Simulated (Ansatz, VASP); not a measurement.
## Two plane-wave programs on Au

```
Au
1.0
    -1.65727    1.65727    1.65727
     1.65727   -1.65727    1.65727
     1.65727    1.65727   -1.65727
Au
1
Direct
  0.00000 0.00000 0.00000
```

Alike in both runs: functional LDA; k mesh 8 × 8 × 8; occupations fermi-dirac, width 0.05 eV; non-collinear spin, spin-orbit coupling.

|  | VASP | Ansatz |
| --- | --- | --- |
| version | VASP 6.6.1 | Ansatz 0.2.0 |
| potentials or method | VASP PAW LDA potentials, release 64 (Au) | Ansatz PAW |
| plane-wave cutoff (eV) | 520 | 420 |
| valence electrons in the cell | 11 | 19 |
| task | single point | band structure |

```tsv
	VASP	Ansatz	Ansatz less VASP
pressure (GPa)	-14.3	-15.0	-0.67
net moment per atom (μB)	0.00	0.00	0.000
```

LDA's correlation is that of Perdew and Zunger in VASP and of Perdew and Wang (1992) in Ansatz. VASP's potentials hold 11 valence electrons a cell and Ansatz's 19, so a difference there can come from the potentials and not from the codes.
